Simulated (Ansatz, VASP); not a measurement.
## CuI in VASP and in Ansatz

File INCAR:

```
SYSTEM = CuI
PREC = Accurate
ENCUT = 520
EDIFF = 1E-7
ISMEAR = 0
SIGMA = 0.05
LREAL = .FALSE.
LASPH = .TRUE.
NELM = 100
ALGO = Normal
ISIF = 2
LWAVE = .FALSE.
LCHARG = .TRUE.
GGA = PS
LELF = .TRUE.
LVHAR = .TRUE.
NBANDS = 26
```

KPOINTS

```
regular mesh
0
G
  8 8 4
  0 0 0
```

File POSCAR:

```
CuI
1.0
    4.1020332170      0.0000000000      0.0000000000
    0.0000000000      3.9019340356      0.0000000000
    0.0000000000      0.0000000000      6.4805233832
Cu I
2 2
Direct
    0.5000000000      0.5000000000      0.0000000000
    0.0000000000      0.0000000000      0.0000000000
    0.5000000000      0.0000000000      0.2615206259
    0.0000000000      0.5000000000      0.7384793741
```

Input for Ansatz:

```yaml
crystal:
  lattice:
    - [4.102033217, 0.0, 0.0]
    - [0.0, 3.9019340356, 0.0]
    - [0.0, 0.0, 6.4805233832]
  atoms:
    - { symbol: Cu, position: [0.5, 0.5, 0.0] }
    - { symbol: Cu, position: [0.0, 0.0, 0.0] }
    - { symbol: I, position: [0.5, 0.0, 0.2615206259] }
    - { symbol: I, position: [0.0, 0.5, 0.7384793741] }
basis:
  ecutwfc: 420
kpoints:
  mp_grid: { grid: [8, 8, 4] }
hamiltonian:
  xc: pbesol
scf:
  occupations: { method: gaussian, width: 0.05 }
output:
  forces: true
  stress: true
  eigenvalues: true
```

Change from the starting cell: strain +0.0250 x Voigt [1, -1, 0, 0, 0, 0], atoms carried along.

Alike in both runs: task single point; functional PBEsol; k mesh 8 × 8 × 4; occupations gaussian, width 0.05 eV; no spin polarisation.

```csv
,VASP,Ansatz
version,VASP 6.6.1,Ansatz 0.2.0
potentials or method,"VASP PAW PBE potentials, release 64 (Cu, I), cutoff 520 eV","scalar-relativistic, plane waves, PAW"
valence electrons in the cell,36,72
```

Ansatz gave:

| Quantity | Value |
| --- | --- |
| gap on the k mesh at the Fermi level (eV) | 1.39 |
| least direct gap on the mesh (eV) | 1.39 |
| pressure (GPa) | 0.2 |
| traceless stress, the component that is largest in VASP (GPa) | 2.10 |
| rms of the force components (eV/Å) | 0.073 |

Task: Estimate VASP's values.

Result: gap on the k mesh at the Fermi level (eV): 1.41; least direct gap on the mesh (eV): 1.41; pressure (GPa): 0.3; traceless stress, the component that is largest in VASP (GPa): 2.11; rms of the force components (eV/Å): 0.076.

VASP's potentials were made for PBE, not for PBEsol. Atom by atom the forces differ by 0.009 eV/Å (rms over components). VASP's potentials hold 36 valence electrons a cell and Ansatz's 72, so a difference there can come from the potentials and not from the codes.

Spin-orbit coupling is off throughout.
